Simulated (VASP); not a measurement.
# LiMg8 in VASP: notebook, part 2 of 2

VASP 6.6.1. The steps go on from the part before.

### Step 3. Single point, LDA

INCAR

```
SYSTEM = LiMg8
  PREC = Accurate
  ENCUT = 520
  EDIFF = 1E-6
  ISMEAR = 0
  SIGMA = 0.1
  LREAL = .False.
  LASPH = .True.
  NELM = 100
  ALGO = Normal
  ISIF = 2
  LWAVE = .False.
  LCHARG = .False.
  LDIPOL = .True.
  IDIPOL = 3
  DIPOL = 0.5 0.5 0.331
  NBANDS = 20
```

KPOINTS

```
regular mesh
0
Gamma
  4 5 1
  0 0 0
```

POSCAR

```
LiMg8
1.0
    6.2932257366      0.0000000000      0.0000000000
    0.0000000000      5.0388886594      0.0000000000
    0.0000000000      0.0000000000     19.0846137325
Mg Li
8 1
Direct
    0.0000000000      0.7500000000      0.2095929242
    0.5000000000      0.7500000000      0.2095929242
    0.2500000000      0.2500000000      0.2571887995
    0.7500000000      0.2500000000      0.2571887995
    0.2500000000      0.7500000000      0.3565915112
    0.7500000000      0.7500000000      0.3565915112
    0.0000000000      0.2500000000      0.3974203428
    0.5000000000      0.2500000000      0.3974203428
    0.0625000000      0.2500000000      0.5336980386
```

Potentials or basis: VASP PAW LDA potentials, release 64 (Mg, Li_sv).

Command:

```console
$ cat potpaw_LDA.64/Mg/POTCAR potpaw_LDA.64/Li_sv/POTCAR > POTCAR
$ mpirun -np 1 vasp_std > vasp.out
```

It took 4 min on 1 thread of Intel Xeon 6975P-C, shared host; peak memory 0.47 GiB.

It converged, with:

* Free energy: -12.9611 eV
* Largest force: 0.544 eV/Å

Forces on the atoms (eV/Å):
```
Mg   0.004  0.000  0.258
Mg  -0.003  0.000  0.292
Mg  -0.003  0.000 -0.150
Mg   0.003  0.000 -0.136
Mg   0.012  0.000  0.084
Mg  -0.014  0.000  0.058
Mg  -0.092  0.000 -0.536
Mg  -0.026  0.000  0.159
Li   0.119  0.000 -0.031
```

Levels at points of the mesh, in eV from the Fermi level:
| k point | band 8 | band 9 | band 10 | band 11 | band 12 | band 13 |
| --- | --- | --- | --- | --- | --- | --- |
| (0.00, 0.00, 0.00) | -0.62 | -0.28 | -0.09 | 0.00 | 1.15 | 1.22 |
| (0.50, 0.00, 0.00) | 0.05 | 0.07 | 0.56 | 0.77 | 0.78 | 1.25 |

### Step 4. Single point, LDA

INCAR

```
SYSTEM = LiMg8
PREC     = Accurate       ! precision mode
ENCUT    = 520            ! plane-wave cutoff, eV
EDIFF    = 1E-6           ! SCF threshold, eV
ISMEAR   = 0              ! smearing method
SIGMA    = 0.1            ! smearing width, eV
LREAL    = .False.        ! projectors in reciprocal space
LASPH    = .True.         ! aspherical terms in the spheres
NELM     = 60             ! most SCF steps
ALGO     = Normal         ! electronic algorithm
ISIF     = 2              ! what is computed and relaxed
LWAVE    = .False.        ! write WAVECAR
LCHARG   = .False.        ! write CHGCAR
LDIPOL   = .True.       
IDIPOL   = 3            
DIPOL    = 0.5 0.5 0.326
NBANDS   = 20             ! bands
```

KPOINTS is that of step 3.

Changes to POSCAR since step 3:

```diff
@@ -16,2 +16,2 @@
     0.5000000000      0.2500000000      0.3974203428
-    0.0625000000      0.2500000000      0.5336980386
+    0.0000000000      0.6250000000      0.4928244208
```

Potentials or basis: VASP PAW LDA potentials, release 64 (Mg, Li_sv).

Command:

```console
$ cat potpaw_LDA.64/Mg/POTCAR potpaw_LDA.64/Li_sv/POTCAR > POTCAR
$ mpirun -np 1 vasp_std > vasp.out
```

OUTCAR:

```text
SYSTEM = LiMg8
   PREC = Accurate
   ENCUT = 520
   EDIFF = 1E-6
   ISMEAR = 0
   LREAL = .False.
   LASPH = .True.
   NELM = 60
   ISIF = 2

 ion  position               nearest neighbor table
   1  0.000  0.750  0.210-   3 3.11   4 3.11   3 3.11   4 3.11   2 3.15   2 3.15   6 3.22   5 3.22

   2  0.500  0.750  0.210-   3 3.11   4 3.11   3 3.11   4 3.11   1 3.15   1 3.15   6 3.22   5 3.22

   3  0.250  0.250  0.257-   7 3.10   8 3.10   1 3.11   2 3.11   1 3.11   2 3.11   4 3.15   4 3.15
                             5 3.15   5 3.15
   4  0.750  0.250  0.257-   7 3.10   8 3.10   1 3.11   2 3.11   1 3.11   2 3.11   3 3.15   3 3.15
                             6 3.15   6 3.15
[... 425 lines left out ...]
 -----------------------------------------------------------------------------
  energy-cutoff  :      520.00
  volume of cell :      605.19
      direct lattice vectors                 reciprocal lattice vectors
     6.293225737  0.000000000  0.000000000     0.158901022  0.000000000  0.000000000
     0.000000000  5.038888659  0.000000000     0.000000000  0.198456459  0.000000000
     0.000000000  0.000000000 19.084613732     0.000000000  0.000000000  0.052398231

 POSITION                                       TOTAL-FORCE (eV/Angst)
 -----------------------------------------------------------------------------------
      0.00000      3.77917      4.00000         0.000000      0.005160      0.237399
      3.14661      3.77917      4.00000         0.000000      0.010515      0.265225
      1.57331      1.25972      4.90835         0.012089     -0.009731     -0.151778
      4.71992      1.25972      4.90835        -0.012089     -0.009731     -0.151778
      1.57331      3.77917      6.80541         0.025617     -0.022607      0.000609
      4.71992      3.77917      6.80541        -0.025617     -0.022607      0.000609
      0.00000      1.25972      7.58461         0.000000     -0.478171     -0.324009
      3.14661      1.25972      7.58461         0.000000      0.053988      0.131513
      0.00000      3.14931      9.40536         0.000000      0.473183     -0.007789
 -----------------------------------------------------------------------------------
    total drift:                               -0.000000     -0.000069     -0.000360

  FREE ENERGIE OF THE ION-ELECTRON SYSTEM (eV)
  ---------------------------------------------------
  free  energy   TOTEN  =       -13.5608735558 eV

  energy  without entropy=      -13.5492628316  energy(sigma->0) =      -13.55506819

 vacuum level on the upper side and lower side of the slab         1.009         2.288
```

stdout:

```text
POSCAR found type information on POSCAR MgLi
 POSCAR found :  2 types and       9 ions
 scaLAPACK will be used
 LDA part: xc-table for (Slater(with rela. corr.)+CA(PZ))
 , standard interpolation
 POSCAR, INCAR and KPOINTS ok, starting setup
 FFT: planning ... GRIDC
 FFT: planning ... GRID_SOFT
 FFT: planning ... GRID
 WAVECAR not read
 entering main loop
```

Wall time 3.1 min (1 thread of Intel Xeon 6975P-C, shared host); peak memory 0.47 GiB.

What came out:

- Free energy: -13.5609 eV
- Largest force: 0.578 eV/Å

Forces in eV/Å, atoms in the order of the input:
```
Mg   0.000  0.005  0.237
Mg   0.000  0.011  0.265
Mg   0.012 -0.010 -0.152
Mg  -0.012 -0.010 -0.152
Mg   0.026 -0.023  0.001
Mg  -0.026 -0.023  0.001
Mg   0.000 -0.478 -0.324
Mg   0.000  0.054  0.132
Li   0.000  0.473 -0.008
```

### Step 5. Single point, LDA

INCAR

```
SYSTEM = LiMg8
  PREC = Accurate
  ENCUT = 520
  EDIFF = 1E-6
  ISMEAR = 0
  SIGMA = 0.1
  LREAL = .False.
  LASPH = .True.
  NELM = 80
  ALGO = Normal
  ISIF = 2
  LWAVE = .False.
  LCHARG = .False.
  LDIPOL = .True.
  IDIPOL = 3
  DIPOL = 0.5 0.5 0.329
  NBANDS = 20
```

KPOINTS

```
Automatic mesh
0
Gamma
  4 5 1
  0 0 0
```

Changes to POSCAR since step 4:

```diff
@@ -16,2 +16,2 @@
     0.5000000000      0.2500000000      0.3974203428
-    0.0000000000      0.6250000000      0.4928244208
+    0.1875000000      0.2500000000      0.5210012581
```

Command:

```console
$ cat potpaw_LDA.64/Mg/POTCAR potpaw_LDA.64/Li_sv/POTCAR > POTCAR
$ mpirun -np 1 vasp_std > vasp.out
```

Wall time 2.8 min (1 thread of Intel Xeon 6975P-C, shared host); peak memory 0.47 GiB.

It converged, with:

| Property | Result |
| --- | --- |
| Free energy | -13.1245 eV |
| Largest force | 0.537 eV/Å |

Forces on the atoms (eV/Å):
```
Mg   0.015  0.000  0.278
Mg  -0.013  0.000  0.291
Mg  -0.003  0.000 -0.176
Mg   0.002  0.000 -0.126
Mg  -0.001  0.000  0.138
Mg  -0.002  0.000  0.046
Mg  -0.256  0.000 -0.472
Mg   0.040  0.000  0.028
Li   0.217  0.000 -0.007
```

Levels at points of the mesh, in eV from the Fermi level:
```csv
k point,band 6,band 7,band 8,band 9,band 10,band 11,band 12,band 13,band 14,band 15
"(0.00, 0.00, 0.00)",-1.62,-0.82,-0.64,-0.35,-0.10,0.12,1.11,1.36,1.60,2.06
"(0.50, 0.00, 0.00)",-0.89,-0.55,0.02,0.06,0.67,0.77,0.77,1.27,1.70,1.74
```
